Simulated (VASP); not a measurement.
## LaB6: relaxation of cell and atoms with PBE

Crystal: LaB6.

```xyz
7
Lattice="4.2121 0.0000 0.0000 0.0000 4.2121 0.0000 0.0000 0.0000 4.2121" Properties=species:S:1:pos:R:3 pbc="T T T"
La    0.0000    0.0000    0.0000
B     0.8362    2.1060    2.1060
B     2.1060    0.8362    2.1060
B     3.3759    2.1060    2.1060
B     2.1060    3.3759    2.1060
B     2.1060    2.1060    0.8362
B     2.1060    2.1060    3.3759
```

```yaml
Program: VASP 6.6.1
Task: relaxation of cell and atoms
Functional: PBE
Potentials_or_basis: VASP PAW PBE potentials, release 64 (La, B)
Cutoff: 600 eV
k_mesh: 6 × 6 × 6
Occupations: gaussian, width 0.0343 eV
Spin: no spin polarisation
Dipole_correction: no
Further_INCAR_settings: ALGO = Normal; EDIFF = 1e-06; IBRION = 2; EDIFFG = -0.01; NSW = 60; ISIF = 3
```

```json
{
 "Relaxed volume": "10.24 Å³/atom",
 "Relaxed cell": "a = 4.154 Å, b = 4.154 Å, c = 4.154 Å, α = 90.00°, β = 90.00°, γ = 90.00°",
 "Space group after relaxing (to 0.1 Å)": "Pm-3m (No. 221)",
 "Energy gained by relaxing": "10.8 meV/atom",
 "Ionic steps": "5",
 "Pressure after relaxing": "-0.1 GPa",
 "Largest force after relaxing": "0.008 eV/Å",
 "Band gap on the k mesh": "zero (an odd number of electrons rules out a gap without spin polarisation)"
}
```

Forces on the atoms (eV/Å):
```
La   0.000  0.000  0.000
B    0.008  0.000  0.000
B    0.000  0.008  0.000
B   -0.008  0.000  0.000
B    0.000 -0.008  0.000
B    0.000  0.000  0.008
B    0.000  0.000 -0.008
```

The path:
| step | energy change (eV) | largest force (eV/Å) | pressure (GPa) | volume (Å³) |
| --- | --- | --- | --- | --- |
| 1 | 0.0000 | 0.4057 | -7.04 | 74.73 |
| 2 | 0.0057 | 1.0852 | 5.96 | 69.77 |
| 3 | -0.0694 | 0.2736 | -1.08 | 72.22 |
| 4 | -0.0686 | 0.3193 | 1.06 | 71.16 |
| 5 | -0.0753 | 0.0079 | -0.08 | 71.70 |

Final structure:
```xyz
7
Lattice="4.1544 0.0000 0.0000 0.0000 4.1544 0.0000 0.0000 0.0000 4.1544" Properties=species:S:1:pos:R:3 pbc="T T T"
La    0.0000    0.0000    0.0000
B     0.8292    2.0772    2.0772
B     2.0772    0.8292    2.0772
B     3.3252    2.0772    2.0772
B     2.0772    3.3252    2.0772
B     2.0772    2.0772    0.8292
B     2.0772    2.0772    3.3252
```

Levels at points of the mesh, in eV from the Fermi level:
| k point | band 10 | band 11 | band 12 | band 13 | band 14 | band 15 | band 16 | band 17 | band 18 |
| --- | --- | --- | --- | --- | --- | --- | --- | --- | --- |
| (0.00, 0.00, 0.00) | -6.99 | -6.99 | -1.87 | -1.87 | -1.87 | 0.19 | 0.19 | 0.19 | 1.49 |
| (0.50, 0.00, 0.00) | -6.48 | -3.47 | -3.47 | -3.21 | -2.49 | -1.49 | 1.45 | 1.55 | 1.55 |
| (0.50, 0.50, 0.00) | -6.18 | -4.46 | -4.46 | -2.91 | -2.91 | 1.01 | 1.01 | 1.93 | 1.96 |
| (0.50, 0.50, 0.50) | -4.73 | -4.73 | -2.41 | -2.41 | -2.41 | 1.46 | 1.74 | 1.74 | 1.74 |

Wall time 4.7 min on 1 thread of Intel Xeon 8259CL, with other jobs on the host, peak memory 0.24 GiB.

Caveat: spin-orbit coupling is left out, which moves the levels of the heavy elements.
